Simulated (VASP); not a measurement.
Input of a VASP 6.6.1 run:

The input POSCAR:

```
CdSe
1.0
    0.0000000000      2.9117775739      2.9117775739
    2.9117775739      0.0000000000      2.9117775739
    2.9117775739      2.9117775739      0.0000000000
Cd Se
1 1
Direct
    0.0000000000      0.0000000000      0.0000000000
    0.5000000000      0.5000000000      0.5000000000
```

INCAR.step1

```
SYSTEM = CdSe
PREC     = Accurate       ! precision mode
ENCUT    = 520            ! plane-wave cutoff, eV
EDIFF    = 1E-5           ! SCF threshold, eV
ISMEAR   = -1             ! smearing method
SIGMA    = 0.05           ! smearing width, eV
LREAL    = .FALSE.        ! projectors in reciprocal space
LASPH    = .TRUE.         ! aspherical terms in the spheres
NELM     = 100            ! most SCF steps
ALGO     = Normal         ! electronic algorithm
ISIF     = 2              ! what is computed and relaxed
LWAVE    = .TRUE.         ! write WAVECAR
NBANDS   = 16             ! bands
GGA      = PE             ! functional
```

INCAR.step2

```
SYSTEM = CdSe
PREC     = Accurate       ! precision mode
ENCUT    = 520            ! plane-wave cutoff, eV
EDIFF    = 1E-7           ! SCF threshold, eV
ISMEAR   = -1             ! smearing method
SIGMA    = 0.05           ! smearing width, eV
LREAL    = .FALSE.        ! projectors in reciprocal space
LASPH    = .TRUE.         ! aspherical terms in the spheres
NELM     = 100            ! most SCF steps
ALGO     = Normal         ! electronic algorithm
ISIF     = 2              ! what is computed and relaxed
LWAVE    = .FALSE.        ! write WAVECAR
LCHARG   = .TRUE.         ! write CHGCAR
GGA      = PE             ! functional
LHFCALC  = .TRUE.         ! exact exchange
HFSCREEN = 0.2079         ! screening, 1/A
PRECFOCK = Normal       
LELF     = .TRUE.         ! ELF
LVHAR    = .TRUE.       
NBANDS   = 16             ! bands
ISTART   = 1
```

File KPOINTS:

```
Automatic mesh
0
G
  6 6 6
  0 0 0
```

Potentials or basis: VASP PAW PBE potentials, release 64 (Cd, Se).

Run with:

```console
$ cat potpaw_PBE.64/Cd/POTCAR potpaw_PBE.64/Se/POTCAR > POTCAR
$ cp INCAR.step1 INCAR
$ mpirun -np 1 vasp_std > vasp.out
$ cp INCAR.step2 INCAR
$ mpirun -np 1 vasp_std > vasp.out
```

(1) Predict the pressure.

(2) What does it give for the band gap on the k mesh?

## Answers

(1) -3.9 GPa.

(2) 0.36 eV (least direct gap 1.33 eV).

Caveat: the cell stands under tension; the PAW data sets were made with another functional, which shifts forces and pressure a little.
